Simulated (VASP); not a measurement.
The system is HgTe.

```xyz
2
Lattice="0.0000 3.1800 3.1800 3.1800 0.0000 3.1800 3.1800 3.1800 0.0000" Properties=species:S:1:pos:R:3 pbc="T T T"
Hg    0.0000    0.0000    0.0000
Te    3.1800    3.1800    3.1800
```

Base run:

| Quantity | Value |
| --- | --- |
| Program | VASP 6.6.1 |
| Functional | PBE |
| Potentials or basis | VASP PAW PBE potentials, release 64 (Hg, Te) |
| Cutoff | 520 eV |
| k mesh | 5 × 5 × 5 |
| Occupations | fermi-dirac, width 0.03 eV |
| Spin | no spin polarisation |

Its results: band gap on the k mesh zero (band 9 reaches 3.27 eV, above the bottom of band 10 at 1.40 eV); pressure -3.5 GPa.

Task: After a change of settings the same cell gave: band gap on the k mesh zero (band 9 reaches 3.06 eV, above the bottom of band 10 at 2.46 eV); pressure -2.2 GPa. Which change was it?
A. occupations from fermi-dirac, width 0.03 eV to tetrahedron
B. occupations from fermi-dirac, width 0.03 eV to fermi-dirac, width 0.001 eV
C. k mesh from 5 × 5 × 5 to 3 × 3 × 3
D. occupations from fermi-dirac, width 0.03 eV to fermi-dirac, width 0.01 eV; further incar settings from ALGO = Normal; EDIFF = 1e-06; NBANDS = 16 to ALGO = Normal; EDIFF = 1e-07; NBANDS = 16

Result: C.

Caveats: some runs use coarse meshes; spin-orbit coupling is left out, which moves the levels of the heavy elements.
